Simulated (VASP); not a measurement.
# Mo (Im-3m) in VASP: notebook

Mo is run at these levels: PBEsol; tasks: single point, relaxation of cell and atoms.

All numbers are computed with VASP 6.6.1; they aren't measurements. Logs are shortened: lines on timing, memory, paths and dates and some standing lists are left out, and cuts for length are marked.

**1. The cell of the first run**

It takes space group Im-3m (No. 229, cubic). Conventional cell: a = 3.130 Å, b = 3.130 Å, c = 3.130 Å, α = 90.00°, β = 90.00°, γ = 90.00°. Within 3.6 Å of Mo (site symmetry m-3m) lie 14 Mo at 2.71 to 3.13 Å.

**2. Single point, PBEsol**

Contents of INCAR:

```
SYSTEM = Mo
PREC = Accurate
ENCUT = 520
EDIFF = 1E-7
ISMEAR = -1
SIGMA = 0.1
LREAL = .FALSE.
LASPH = .TRUE.
NELM = 60
ALGO = Normal
ISIF = 2
LWAVE = .FALSE.
LCHARG = .FALSE.
GGA = PS
NBANDS = 13
```

Contents of KPOINTS:

```
Automatic mesh
0
G
  24 24 24
  0 0 0
```

Contents of POSCAR:

```
Mo
1.0
   -1.5649307107      1.5649307107      1.5649307107
    1.5649307107     -1.5649307107      1.5649307107
    1.5649307107      1.5649307107     -1.5649307107
Mo
1
Direct
    0.0000000000      0.0000000000      0.0000000000
```

Potentials or basis: VASP PAW PBE potentials, release 64 (Mo_sv).

Launch:

```console
> cat potpaw_PBE.64/Mo_sv/POTCAR > POTCAR
> mpirun -np 1 vasp_std > vasp.out
```

OUTCAR:

```text
SYSTEM = Mo
   PREC = Accurate
   ENCUT = 520
   EDIFF = 1E-7
   ISMEAR = -1
   LREAL = .FALSE.
   LASPH = .TRUE.
   NELM = 60
   ISIF = 2
   GGA = PS

 ion  position               nearest neighbor table
   1  0.000  0.000  0.000-

  LATTYP: Found a body centered cubic cell.
 ALAT       =     3.1298614214

  Lattice vectors:

 A1 = (  -1.5649307107,   1.5649307107,   1.5649307107)
 A2 = (   1.5649307107,  -1.5649307107,   1.5649307107)
 A3 = (   1.5649307107,   1.5649307107,  -1.5649307107)

Analysis of symmetry for initial positions (statically):
=====================================================================
 Subroutine PRICEL returns:
 Original cell was already a primitive cell.

 Routine SETGRP: Setting up the symmetry group for a
 body centered cubic supercell.

 Subroutine GETGRP returns: Found 48 space group operations
 (whereof 48 operations were pure point group operations)
 out of a pool of 48 trial point group operations.

The static configuration has the point symmetry O_h .

Analysis of symmetry for dynamics (positions and initial velocities):
=====================================================================
 Subroutine PRICEL returns:
 Original cell was already a primitive cell.

 Routine SETGRP: Setting up the symmetry group for a
 body centered cubic supercell.

 Subroutine GETGRP returns: Found 48 space group operations
 (whereof 48 operations were pure point group operations)
 out of a pool of 48 trial point group operations.

The dynamic configuration has the point symmetry O_h .

 Subroutine INISYM returns: Found 48 space group operations
 (whereof 48 operations are pure point group operations),
 and found     1 'primitive' translations

----------------------------------------------------------------------------------------

                                     Primitive cell

  volume of cell :      15.3301

  direct lattice vectors                    reciprocal lattice vectors
    -1.564930711  1.564930711  1.564930711     0.000000000  0.319502964  0.319502964
     1.564930711 -1.564930711  1.564930711     0.319502964  0.000000000  0.319502964
     1.564930711  1.564930711 -1.564930711     0.319502964  0.319502964  0.000000000

  length of vectors
     2.710539501  2.710539501  2.710539501     0.451845424  0.451845424  0.451845424

  position of ions in fractional coordinates (direct lattice)
     0.000000000  0.000000000  0.000000000

  ion indices of the primitive-cell ions
   primitive index   ion index
                 1           1

----------------------------------------------------------------------------------------

 KPOINTS: Automatic mesh

Automatic generation of k-mesh.
 Grid dimensions read from file:
 generate k-points for:   24   24   24

 Generating k-lattice:

  Cartesian coordinates                     Fractional coordinates (reciprocal lattice)
     0.000000000  0.013312623  0.013312623     0.041666667  0.000000000  0.000000000
     0.013312623  0.000000000  0.013312623     0.000000000  0.041666667  0.000000000
     0.013312623  0.013312623  0.000000000     0.000000000  0.000000000  0.041666667

  Length of vectors
     0.018826893  0.018826893  0.018826893

  Shift w.r.t. Gamma in fractional coordinates (k-lattice)
     0.000000000  0.000000000  0.000000000

 Subroutine IBZKPT returns following result:
 ===========================================

 Found    413 irreducible k-points:

 Following reciprocal coordinates:
            Coordinates               Weight
  0.000000  0.000000  0.000000      1.000000
  0.041667  0.000000  0.000000     12.000000
  0.083333  0.000000  0.000000     12.000000
  0.125000  0.000000  0.000000     12.000000
  0.166667  0.000000  0.000000     12.000000
  0.208333  0.000000  0.000000     12.000000
[... 16 lines left out ...]
  0.416667  0.041667  0.000000     48.000000
  0.458333  0.041667  0.000000     48.000000
 [... further k-points ...]
   k-points           NKPTS =    413   k-points in BZ     NKDIM =    413   number of bands    NBANDS=     13
   number of dos      NEDOS =    301   number of ions     NIONS =      1
   total plane-waves  NPLWV =   8000
   dimension x,y,z NGX =    20 NGY =   20 NGZ =   20
   dimension x,y,z NGXF=    40 NGYF=   40 NGZF=   40
   ions per type =               1
   NGX,Y,Z   is equivalent  to a cutoff of  12.27, 12.27, 12.27 a.u.
   NGXF,Y,Z  is equivalent  to a cutoff of  24.53, 24.53, 24.53 a.u.
 SYSTEM =  Mo
   PREC   = accura    normal or accurate (medium, high low for compatibility)
   ISTART =      0    job   : 0-new  1-cont  2-samecut
   ICHARG =      2    charge: 1-file 2-atom 10-const
   ISPIN  =      1    spin polarized calculation?
   LNONCOLLINEAR =      F non collinear calculations
   LSORBIT =      F    spin-orbit coupling
   LASPH  =      T    aspherical Exc in radial PAW
   ENCUT  =  520.0 eV  38.22 Ry    6.18 a.u.   5.04  5.04  5.04*2*pi/ulx,y,z
   NELM   =     60;   NELMIN=  2; NELMDL= -5     # of ELM steps
   EDIFF  = 0.1E-06   stopping-criterion for ELM
   LREAL  =      F    real-space projection
   EDIFFG = 0.1E-05   stopping-criterion for IOM
   NSW    =      0    number of steps for IOM
   IBRION =     -1    ionic relax: 0-MD 1-quasi-New 2-CG
   NFREE  =      0    steps in history (QN), initial steepest desc. (CG)
   ISIF   =      2    stress and relaxation
   ISYM   =      2    0-nonsym 1-usesym 2-fastsym
   POTIM  = 0.5000    time-step for ionic-motion
   TEBEG  =    0.0;   TEEND  =   0.0 temperature during run
   PSTRESS=    0.0 pullay stress
   NELECT =      14.0000    total number of electrons
   NUPDOWN=      -1.0000    fix difference up-down
   EMIN   =  10.00;   EMAX   =-10.00  energy-range for DOS
   EFERMI =   0.00;   METHOD = LEGACY
   ISMEAR =    -1;   SIGMA  =   0.10  broadening in eV -4-tet -1-fermi 0-gaus
   EFERMI_NEDOS =   21; number of points for ismear=-14 and -15
   IALGO  =     38    algorithm
   IMIX   =      4    mixing-type and parameters
     AMIX     =   0.40;   BMIX     =  1.00
     AMIX_MAG =   1.60;   BMIX_MAG =  1.00
  volume/ion in A,a.u.               =      15.33       103.45
  Fermi-wavevector in a.u.,A,eV,Ry     =   1.588312  3.001474 34.323880  2.522734
  Thomas-Fermi vector in A             =   2.687335
   LORBIT       =      0    0 simple, 1 ext, 2 COOP (PROOUT), +10 PAW based schemes
   GGA     = PS    functional components
   LHFCALC =     F    Hartree Fock is set to
   AEXX    =    0.0000 exact exchange contribution
   IVDW    =     0    specifies the selected vdW correction
   LEPSILON=     F    determine dielectric tensor
   LRPA    =     F    only Hartree local field effects (RPA)
 non-spin polarized calculation
  energy-cutoff  :      520.00
  volume of cell :       15.33
 maximum number of plane-waves:       428
   NGX =  9   NGY =  9   NGZ =  9

 number of electron      13.9999998 magnetization

 Free energy of the ion-electron system (eV)
  ---------------------------------------------------
  ext. energy  EPLUGINS =         0.00000000
  ---------------------------------------------------
  free energy    TOTEN  =       -11.78852581 eV

  energy without entropy =      -11.76740449  energy(sigma->0) =      -11.77796515

 E-fermi :  12.7973     XC(G=0): -13.6389

 val. band max:       12.7865531266   @ k =  -0.2917   0.3333   0.2500
 cond. band min:      12.7980973597   @ k =  -0.1667   0.2083   0.0833
 fundamental gap:      0.0115442330
 Fermi energy:        12.7972522642

 k-point     1 :       0.0000    0.0000    0.0000
  band No.  band energies     occupation
      1     -48.4148      2.00000
      2     -21.6555      2.00000
      3     -21.6555      2.00000
      4     -21.6555      2.00000
      5       5.4317      2.00000
      6      11.3762      2.00000
      7      11.3762      2.00000
      8      11.3762      2.00000
      9      14.4644      0.00000
     10      14.4644      0.00000
     11      27.6171      0.00000
     12      27.6171      0.00000
     13      27.6171      0.00000

 k-point     2 :       0.0417    0.0000    0.0000
  band No.  band energies     occupation
      1     -48.4101      2.00000
      2     -21.6831      2.00000
      3     -21.6640      2.00000
      4     -21.6557      2.00000
      5       5.5112      2.00000
      6      11.3305      2.00000
      7      11.3693      2.00000
      8      11.4506      2.00000
      9      14.3939      0.00000
     10      14.4652      0.00000
     11      27.6793      0.00000
     12      27.7510      0.00000
     13      27.7828      0.00000

 k-point     3 :       0.0833    0.0000    0.0000
  band No.  band energies     occupation
      1     -48.3960      2.00000
      2     -21.7633      2.00000
      3     -21.6886      2.00000
      4     -21.6564      2.00000
      5       5.7434      2.00000
      6      11.1995      2.00000
      7      11.3423      2.00000
      8      11.6724      1.99997
      9      14.2159      0.00000
     10      14.4696      0.00000
     11      27.8468      0.00000
     12      28.1461      0.00000
     13      28.2340      0.00000
[... 305 lines left out ...]
 k-point    23 :       0.4167    0.0417    0.0000
  band No.  band energies     occupation
      1     -48.1360      2.00000
      2     -23.0953      2.00000
      3     -22.1212      2.00000
      4     -21.6794      2.00000
      5       7.4330      2.00000
      6       9.3566      2.00000
      7      13.6121      0.00058
      8      14.5530      0.00000
      9      15.2570      0.00000
     10      17.4429      0.00000
     11      25.0294      0.00000
     12      25.2380      0.00000
     13      30.7913      0.00000

 k-point    24 :       0.4583    0.0417    0.0000
  band No.  band energies     occupation
      1     -48.1260      2.00000
      2     -23.1418      2.00000
      3     -22.1372      2.00000
      4     -21.6799      2.00000
      5       7.3721      2.00000
      6       9.3000      2.00000
      7      14.0276      0.00001
      8      14.5071      0.00000
      9      15.3789      0.00000
     10      17.7988      0.00000
     11      24.6985      0.00000
     12      24.9085      0.00000
     13      30.2733      0.00000

 [... further k-points ...]
[... 5 lines left out ...]
  --------------------------------------------------------------------------------------
  -------------------------------------------------------------------------------------
  Total        0.0534729      0.0534729      0.0534729     -0.0000000      0.0000000     -0.0000000
  in kB        5.5885516      5.5885516      5.5885516     -0.0000000      0.0000000     -0.0000000
  external PRESSURE =       5.5885516 kB  Pullay stress =       0.0000000 kB

 VOLUME and BASIS-vectors are now :
 -----------------------------------------------------------------------------
  energy-cutoff  :      520.00
  volume of cell :       15.33
      direct lattice vectors                 reciprocal lattice vectors
    -1.564930711  1.564930711  1.564930711     0.000000000  0.319502964  0.319502964
     1.564930711 -1.564930711  1.564930711     0.319502964  0.000000000  0.319502964
     1.564930711  1.564930711 -1.564930711     0.319502964  0.319502964  0.000000000

 POSITION                                       TOTAL-FORCE (eV/Angst)
 -----------------------------------------------------------------------------------
      0.00000      0.00000      0.00000         0.000000      0.000000      0.000000
 -----------------------------------------------------------------------------------
    total drift:                                0.000000     -0.000000      0.000000

  FREE ENERGIE OF THE ION-ELECTRON SYSTEM (eV)
  ---------------------------------------------------
  free  energy   TOTEN  =       -11.7885258150 eV

  energy  without entropy=      -11.7674044870  energy(sigma->0) =      -11.77796515
```

Run time: 33 s. Hardware: 1 thread of Intel Xeon Platinum 8488C (Sapphire Rapids), shared host; peak memory 0.19 GiB.

What came out:

```
Free energy            : -11.7885 eV
Pressure               : 0.6 GPa
Band gap on the k mesh : zero (band 7 reaches 16.90 eV, above the bottom of band 8 at 11.38 eV)
```

Caveat: the PAW data sets were made with another functional, which shifts forces and pressure a little.

**3. Single point, PBEsol**

This run uses another cell than the first one, of 15.28 Å³/atom, 0.997 times its volume.

Contents of INCAR:

```
SYSTEM = Mo
  PREC = Accurate
  ENCUT = 520
  EDIFF = 1E-6
  ISMEAR = -1
  SIGMA = 0.1
  LREAL = .FALSE.
  LASPH = .TRUE.
  NELM = 80
  ALGO = Normal
  ISIF = 2
  LWAVE = .FALSE.
  LCHARG = .TRUE.
  GGA = PS
  LELF = .TRUE.
  LVHAR = .TRUE.
  NBANDS = 13
```

Contents of KPOINTS:

```
regular mesh
0
G
  24 24 24
  0 0 0
```

Contents of POSCAR:

```
Mo
1.0
   -1.5631144318      1.5631144318      1.5631144318
    1.5631144318     -1.5631144318      1.5631144318
    1.5631144318      1.5631144318     -1.5631144318
Mo
1
Direct
    0.0000000000      0.0000000000      0.0000000000
```

Potentials or basis: VASP PAW PBE potentials, release 64 (Mo_sv).

Launch:

```console
> cat potpaw_PBE.64/Mo_sv/POTCAR > POTCAR
> mpirun -np 1 vasp_std > vasp.out
```

Run time: 33 s. Hardware: 1 thread of Intel Xeon Platinum 8488C (Sapphire Rapids), shared host; peak memory 0.19 GiB.

The run converged. Its results:

```yaml
Free_energy: -11.7882 eV
Pressure: 1.6 GPa
Band_gap_on_the_k_mesh: zero (band 7 reaches 16.98 eV, above the bottom of band 8 at 11.43 eV)
```

Levels at points of the mesh, in eV from the Fermi level:
| k point | band 4 | band 5 | band 6 | band 7 | band 8 | band 9 | band 10 | band 11 |
| --- | --- | --- | --- | --- | --- | --- | --- | --- |
| (0.00, 0.00, 0.00) | -34.45 | -7.38 | -1.43 | -1.43 | -1.43 | 1.67 | 1.67 | 14.82 |
| (0.50, 0.00, 0.00) | -34.46 | -5.51 | -3.54 | 1.68 | 1.72 | 2.37 | 4.93 | 11.96 |
| (0.50, 0.50, 0.50) | -35.49 | -5.67 | -5.67 | 4.13 | 4.13 | 4.13 | 9.18 | 9.18 |

Caveat: the PAW data sets were made with another functional, which shifts forces and pressure a little.

**4. Single point, PBEsol**

This run uses another cell than the first one, of 15.23 Å³/atom, 0.993 times its volume.

Contents of INCAR:

```
ALGO = Normal
EDIFF = 1E-6
ENCUT = 520
GGA = PS
ISIF = 2
ISMEAR = -1
LASPH = True
LCHARG = False
LREAL = False
LWAVE = False
NBANDS = 13
NELM = 60
PREC = Accurate
SIGMA = 0.1
```

Contents of KPOINTS:

```
k-points
0
Gamma
  24 24 24
```

Contents of POSCAR:

```
Mo
1.0
   -1.5613509771      1.5613509771      1.5613509771
    1.5613509771     -1.5613509771      1.5613509771
    1.5613509771      1.5613509771     -1.5613509771
Mo
1
Direct
    0.0000000000      0.0000000000      0.0000000000
```

Launch:

```console
> cat potpaw_PBE.64/Mo_sv/POTCAR > POTCAR
> mpirun -np 1 vasp_std > vasp.out
```

Run time: 36 s. Hardware: 1 thread of Intel Xeon Platinum 8488C (Sapphire Rapids), shared host; peak memory 0.18 GiB.

The run converged. Its results:

- Free energy: -11.7875 eV
- Pressure: 2.5 GPa
- Band gap on the k mesh: zero (band 7 reaches 17.06 eV, above the bottom of band 8 at 11.47 eV)

Levels at points of the mesh, in eV from the Fermi level:
| k point | band 5 | band 6 | band 7 | band 8 | band 9 | band 10 |
| --- | --- | --- | --- | --- | --- | --- |
| (0.00, 0.00, 0.00) | -7.39 | -1.44 | -1.44 | -1.44 | 1.68 | 1.68 |
| (0.50, 0.00, 0.00) | -5.53 | -3.56 | 1.69 | 1.73 | 2.38 | 4.95 |
| (0.50, 0.50, 0.50) | -5.69 | -5.69 | 4.15 | 4.15 | 4.15 | 9.21 |

Caveat: the PAW data sets were made with another functional, which shifts forces and pressure a little.

(Continued in part 2 of 2.)
